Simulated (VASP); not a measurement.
# Al2O3 (P-6m2) in VASP: dielectric tensor with PBEsol

Aim: the dielectric tensor of Al2O3 with PBEsol.

All numbers are computed with VASP 6.6.1; they aren't measurements. Logs are shortened: lines on timing, memory, paths and dates and some standing lists are left out, and cuts for length are marked.

## Step 1: The cell of the first run

The structure is hexagonal, space group P-6m2 (No. 187). Conventional cell: a = 2.884 Å, b = 2.884 Å, c = 9.337 Å, α = 90.00°, β = 90.00°, γ = 120.00°. Al (site symmetry 3m) has 6 O at 1.80 to 2.18 Å within 2.4 Å. Within 2.4 Å of O (site symmetry 3m) lie 3 Al at 1.80 Å. Within 2.9 Å of O (site symmetry -6m2) lie 6 Al at 2.18 Å and 12 O at 2.66 to 2.88 Å.

## Step 2: Dielectric tensor, PBEsol

Input file INCAR:

```
SYSTEM = Al2O3
PREC = Accurate
ENCUT = 520
EDIFF = 1E-8
ISMEAR = 0
SIGMA = 0.01
LREAL = .False.
LASPH = .True.
NELM = 80
ALGO = Normal
ISIF = 2
LWAVE = .False.
LCHARG = .False.
GGA = PS
LEPSILON = .True.
```

Input file KPOINTS:

```
Automatic mesh
0
Gamma
  12 12 2
  0 0 0
```

Input file POSCAR:

```
Al2O3
1.0
    2.8843250000      0.0000000000      0.0000000000
   -1.4421620000      2.4978990000      0.0000000000
    0.0000000000      0.0000000000      9.3367540000
Al O
2 3
Direct
    0.0000000000      0.0000000000      0.1499920000
    0.0000000000      0.0000000000      0.8500080000
    0.3333333333      0.6666666667      0.2223170000
    0.6666666667      0.3333333333      0.0000000000
    0.3333333333      0.6666666667      0.7776830000
```

Potentials or basis: VASP PAW PBE potentials, release 64 (Al, O).

The run is started by

```
$ cat potpaw_PBE.64/Al/POTCAR potpaw_PBE.64/O/POTCAR > POTCAR
$ mpirun -np 1 vasp_std > vasp.out
```

OUTCAR:

```text
SYSTEM = Al2O3
   PREC = Accurate
   ENCUT = 520
   EDIFF = 1E-8
   ISMEAR = 0
   LREAL = .False.
   LASPH = .True.
   NELM = 80
   ISIF = 2
   GGA = PS
   LEPSILON = .True.

 ion  position               nearest neighbor table
   1  0.000  0.000  0.150-   3 1.80   3 1.80   3 1.80   4 2.18   4 2.18   4 2.18   2 2.80
   2  0.000  0.000  0.850-   5 1.80   5 1.80   5 1.80   4 2.18   4 2.18   4 2.18   1 2.80
   3  0.333  0.667  0.222-   1 1.80   1 1.80   1 1.80
   4  0.667  0.333  0.000-   1 2.18   2 2.18   1 2.18   2 2.18   1 2.18   2 2.18
   5  0.333  0.667  0.778-   2 1.80   2 1.80   2 1.80

  LATTYP: Found a hexagonal cell.
 ALAT       =     2.8843250000
 C/A-ratio  =     3.2370672514

  Lattice vectors:

 A1 = (   2.8843250000,   0.0000000000,   0.0000000000)
 A2 = (  -1.4421620000,   2.4978990000,   0.0000000000)
 A3 = (   0.0000000000,   0.0000000000,   9.3367540000)

Analysis of symmetry for initial positions (statically):
=====================================================================
 Subroutine PRICEL returns:
 Original cell was already a primitive cell.

 Routine SETGRP: Setting up the symmetry group for a
 hexagonal supercell.

 Subroutine GETGRP returns: Found 12 space group operations
 (whereof 12 operations were pure point group operations)
 out of a pool of 24 trial point group operations.

The static configuration has the point symmetry D_3h.

Analysis of symmetry for dynamics (positions and initial velocities):
=====================================================================
 Subroutine PRICEL returns:
 Original cell was already a primitive cell.

 Routine SETGRP: Setting up the symmetry group for a
 hexagonal supercell.

 Subroutine GETGRP returns: Found 12 space group operations
 (whereof 12 operations were pure point group operations)
 out of a pool of 24 trial point group operations.

The dynamic configuration has the point symmetry D_3h.

 Subroutine INISYM returns: Found 12 space group operations
 (whereof 12 operations are pure point group operations),
 and found     1 'primitive' translations

----------------------------------------------------------------------------------------

                                     Primitive cell

  volume of cell :      67.2690
[... 626 lines left out ...]
      0.00000      1.66527      7.26103        -0.000000      0.000000      0.143359
 -----------------------------------------------------------------------------------
    total drift:                                0.000024     -0.000014      0.000000

  FREE ENERGIE OF THE ION-ELECTRON SYSTEM (eV)
  ---------------------------------------------------
  free  energy   TOTEN  =       -38.1313100024 eV

  energy  without entropy=      -38.1313100024  energy(sigma->0) =      -38.13131000

 HEAD OF MICROSCOPIC STATIC DIELECTRIC TENSOR (INDEPENDENT PARTICLE, excluding Hartree and local field effects)
 ------------------------------------------------------
           2.787886     0.000001    -0.000000
           0.000001     2.787886     0.000000
           0.000000     0.000000     2.610653
 ------------------------------------------------------

 Free energy of the ion-electron system (eV)
  ---------------------------------------------------
  ---------------------------------------------------
  free energy    TOTEN  =        -0.34458273 eV

  energy without entropy =       -0.34458273

------------------------ aborting loop because EDIFF is reached ----------------------------------------

--------------------------------------- Ionic step        2  -------------------------------------------

------------------------ aborting loop because EDIFF is reached ----------------------------------------

--------------------------------------- Ionic step        3  -------------------------------------------

 Free energy of the ion-electron system (eV)
  ---------------------------------------------------
  ---------------------------------------------------
  free energy    TOTEN  =        -0.19162082 eV

  energy without entropy =       -0.19162082

------------------------ aborting loop because EDIFF is reached ----------------------------------------

 PIEZOELECTRIC TENSOR FIELD DIRECTION 3  (e Angst)
 -----------------------------------------------------------------------------
     0.00000  0.00000 -0.00000           (  0.00000  0.00000 -0.00000)
     0.00000  0.00000  0.00000           (  0.00000  0.00000  0.00000)
    -0.00000  0.00000  0.00000           ( -0.00000 -0.00000  0.00000)

 PIEZOELECTRIC TENSOR FIELD DIRECTION 3  (C/m^2)
 -----------------------------------------------------------------------------
     0.00000  0.00000 -0.00000
     0.00000  0.00000  0.00000
    -0.00000  0.00000  0.00000

 MACROSCOPIC STATIC DIELECTRIC TENSOR (including local field effects in DFT)
 ------------------------------------------------------
           2.708757     0.000001    -0.000000
           0.000001     2.708758    -0.000000
           0.000000     0.000000     1.946129
 ------------------------------------------------------

 PIEZOELECTRIC TENSOR (including local field effects)  for field in x, y, z        (e  Angst)
          XX          YY          ZZ          XY          YZ          ZX
  --------------------------------------------------------------------------------
  x    -0.00000     0.00000     0.00000    -0.08335     0.00000     0.00000
  y    -0.08335     0.08335     0.00000     0.00000     0.00000     0.00000
  z     0.00000     0.00000     0.00000     0.00000     0.00000     0.00000

 PIEZOELECTRIC TENSOR (including local field effects)  for field in x, y, z        (C/m^2)
          XX          YY          ZZ          XY          YZ          ZX
  --------------------------------------------------------------------------------
  x    -0.00000     0.00000     0.00000    -0.01985     0.00000     0.00000
  y    -0.01985     0.01985     0.00000     0.00000     0.00000     0.00000
  z     0.00000     0.00000     0.00000     0.00000     0.00000     0.00000

 BORN EFFECTIVE CHARGES (including local field effects) (in |e|, cummulative output)
 ---------------------------------------------------------------------------------
 ion    1
    1     3.01983     0.00000     0.00000
    2     0.00000     3.01983     0.00000
    3     0.00000     0.00000     1.51233
 ion    2
    1     3.01983     0.00000     0.00000
    2     0.00000     3.01983     0.00000
    3     0.00000    -0.00000     1.51233
 ion    3
    1    -1.90168    -0.00000     0.00000
    2    -0.00000    -1.90168    -0.00000
    3     0.00000    -0.00000    -0.91167
 ion    4
    1    -2.23631    -0.00000     0.00000
    2    -0.00000    -2.23631    -0.00000
    3     0.00000     0.00000    -1.20132
 ion    5
    1    -1.90168    -0.00000     0.00000
    2    -0.00000    -1.90168     0.00000
    3    -0.00000     0.00000    -0.91167
```

OSZICAR:

```text
N       E                     dE             d eps       ncg     rms          rms(c)
DAV:   1     0.134156943766E+03    0.13416E+03   -0.12446E+04  1216   0.133E+03
DAV:   2    -0.334781440314E+02   -0.16764E+03   -0.16499E+03  1544   0.289E+02
DAV:   3    -0.421444987351E+02   -0.86664E+01   -0.86535E+01  1640   0.774E+01
[... 12 lines left out ...]
RMM:   9    -0.191641871337E+00   -0.47542E-04   -0.67838E-04  2185   0.144E-02    0.257E-03
RMM:  10    -0.191599513072E+00    0.42358E-04    0.67696E-05  2107   0.591E-03    0.580E-04
RMM:  11    -0.191601432533E+00   -0.19195E-05    0.15280E-04  2199   0.227E-03    0.518E-04
RMM:  12    -0.191621227434E+00   -0.19795E-04   -0.12809E-05  2217   0.117E-03    0.533E-05
RMM:  13    -0.191619755538E+00    0.14719E-05   -0.72019E-06  1775   0.168E-04    0.162E-05
RMM:  14    -0.191620818349E+00   -0.10628E-05   -0.19610E-06   954   0.476E-05    0.406E-06
```

It took 14 min on 1 thread of Intel Xeon 8259CL, shared host; peak memory 0.46 GiB.

Results:

* Band gap on the k mesh: 4.74 eV (least direct gap 4.98 eV)
* Electronic dielectric tensor (diagonal): 2.71, 2.71, 1.95
* Born charges (mean of the diagonal): Al +2.52; O -1.57, -1.89 (each value once) e

Levels at points of the mesh, in eV from the valence-band top:
```
           k point  band 8  band 9  band 10  band 11  band 12  band 13  band 14  band 15  band 16
(0.00, 0.00, 0.00)   -1.25   -1.25    -0.52    -0.52    -0.24     4.74     7.42     7.75     9.19
(0.50, 0.00, 0.00)   -2.24   -1.98    -1.00    -0.82    -0.58     7.70     8.77     8.91    10.89
(0.00, 0.00, 0.50)   -1.25   -1.25    -0.52    -0.52    -0.29     4.87     7.04     7.86     9.52
(0.50, 0.00, 0.50)   -2.24   -1.98    -1.00    -0.83    -0.57     7.71     8.73     8.97    10.68
```

Electronic dielectric tensor:
```
2.71 0.00 0.00
0.00 2.71 0.00
0.00 0.00 1.95
```

Born effective charge tensors (e):
atom 1, Al
```
3.02 0.00 0.00
0.00 3.02 0.00
0.00 0.00 1.51
```
atom 2, Al
```
3.02 0.00 0.00
0.00 3.02 0.00
0.00 0.00 1.51
```
atom 3, O
```
-1.90  0.00  0.00
 0.00 -1.90  0.00
 0.00  0.00 -0.91
```
atom 4, O
```
-2.24  0.00  0.00
 0.00 -2.24  0.00
 0.00  0.00 -1.20
```
atom 5, O
```
-1.90  0.00  0.00
 0.00 -1.90  0.00
 0.00  0.00 -0.91
```

 A k mesh can miss the band edges.
